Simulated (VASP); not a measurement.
# HgH5: single point with PBE

The system is HgH5.

```
Hg H
1.0
     4.13592    0.00000    0.00000
    -2.06796    3.58182    0.00000
     0.00000    0.00000    2.76874
Hg H
1 5
Direct
  0.00000 0.00000 0.00000
  0.00000 0.50000 0.50000
  0.33333 0.66667 0.00000
  0.66667 0.33333 0.00000
  0.50000 0.00000 0.50000
  0.50000 0.50000 0.50000
```

```
Program                 : VASP 6.6.1
Task                    : single point
Functional              : PBE
Potentials or basis     : VASP PAW PBE potentials, release 64 (Hg_sv_GW, H)
Cutoff                  : 410 eV
k mesh                  : 12 × 12 × 14
Occupations             : gaussian, width 0.1 eV
Spin                    : no spin polarisation
Dipole correction       : no
k mesh for the DOS      : 18 × 18 × 21
Occupations for the DOS : tetrahedron
Further INCAR settings  : ALGO = Normal; EDIFF = 1e-06; NBANDS = 22
```

```json
{
  "Valence electrons inside the program's atomic spheres": "Hg 17.88; H 0.39, 0.40 (each value once)"
}
```

Levels at points of the mesh, in eV from the Fermi level:
```tsv
k point	band 10	band 11	band 12	band 13	band 14	band 15
(0.00, 0.00, 0.00)	-6.21	-1.73	0.29	0.29	1.79	3.23
(0.50, 0.00, 0.00)	-6.22	-6.13	-2.53	-1.26	4.46	4.68
```

Run time: 3 min on 1 thread of Intel(R) Xeon(R) Platinum 8375C CPU @ 2.90GHz (Ice Lake) (shared host), peak memory 0.4 GiB.

Caveat: spin-orbit coupling is left out, which moves the levels of the heavy elements.
